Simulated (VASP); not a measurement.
Set up this calculation in VASP 6.6.1, as the native input.

| Quantity | Value |
| --- | --- |
| Task | single point |
| Functional | HSE06 |
| Potentials or basis | VASP PAW PBE potentials, release 64 (Mg, O) |
| Cutoff | 520 eV |
| k mesh | 8 × 8 × 8 |
| Occupations | gaussian, width 0.01 eV |
| Spin | no spin polarisation |
| Dipole correction | no |
| Grid for exact exchange (PRECFOCK) | Normal |
| Further INCAR settings | ALGO = Normal; EDIFF = 1e-07; NBANDS = 11 |
| Share of exact exchange | 0.25 |
| Screening parameter | 0.2079 1/Å |

The system is MgO.

```
CELL_PARAMETERS angstrom
0.00000 1.97898 2.10217
1.97898 0.00000 2.10217
1.97898 1.97898 0.00000
ATOMIC_POSITIONS crystal
Mg 0.00000 0.00000 0.00000
O 0.50000 0.50000 0.50000
```

This cell differs from its parent crystal: biaxial xy strain -5.9%.

One way to write it, as run:

POSCAR

```
MgO
1.0
    0.0000000000      1.9789804062      2.1021674168
    1.9789804062      0.0000000000      2.1021674168
    1.9789804062      1.9789804062      0.0000000000
Mg O
1 1
Direct
    0.0000000000      0.0000000000      0.0000000000
    0.5000000000      0.5000000000      0.5000000000
```

INCAR.step1

```
SYSTEM = MgO
PREC     = Accurate       ! precision mode
ENCUT    = 520            ! plane-wave cutoff, eV
EDIFF    = 1E-5           ! SCF threshold, eV
ISMEAR   = 0              ! smearing method
SIGMA    = 0.01           ! smearing width, eV
LREAL    = .False.        ! projectors in reciprocal space
LASPH    = .True.         ! aspherical terms in the spheres
NELM     = 60             ! most SCF steps
ALGO     = Normal         ! electronic algorithm
ISIF     = 2              ! what is computed and relaxed
LWAVE    = .True.         ! write WAVECAR
NBANDS   = 11             ! bands
GGA      = PE             ! functional
```

INCAR.step2

```
SYSTEM = MgO
PREC     = Accurate       ! precision mode
ENCUT    = 520            ! plane-wave cutoff, eV
EDIFF    = 1E-7           ! SCF threshold, eV
ISMEAR   = 0              ! smearing method
SIGMA    = 0.01           ! smearing width, eV
LREAL    = .False.        ! projectors in reciprocal space
LASPH    = .True.         ! aspherical terms in the spheres
NELM     = 60             ! most SCF steps
ALGO     = Normal         ! electronic algorithm
ISIF     = 2              ! what is computed and relaxed
LWAVE    = .False.        ! write WAVECAR
LCHARG   = .True.         ! write CHGCAR
GGA      = PE             ! functional
LHFCALC  = .True.         ! exact exchange
HFSCREEN = 0.2079         ! screening, 1/A
PRECFOCK = Normal       
LELF     = .True.         ! ELF
LVHAR    = .True.       
NBANDS   = 11             ! bands
ISTART   = 1
```

KPOINTS

```
Automatic mesh
0
Gamma
  8 8 8
  0 0 0
```

Potentials or basis: VASP PAW PBE potentials, release 64 (Mg, O).

Command:

```console
$ cat potpaw_PBE.64/Mg/POTCAR potpaw_PBE.64/O/POTCAR > POTCAR
$ cp INCAR.step1 INCAR
$ mpirun -np 1 vasp_std > vasp.out
$ cp INCAR.step2 INCAR
$ mpirun -np 1 vasp_std > vasp.out
```

It gave:

```yaml
Pressure: 27.1 GPa
Band_gap_on_the_k_mesh: 7.75 eV
```

Caveat: the cell differs from its parent crystal (biaxial xy strain -5.9%); the cell stands under pressure; the PAW data sets were made with another functional, which shifts forces and pressure a little.

Wall time 89 min on 1 thread of Intel(R) Xeon(R) Platinum 8259CL CPU @ 2.50GHz (Skylake/Cascade Lake) (shared host), peak memory 0.26 GiB.
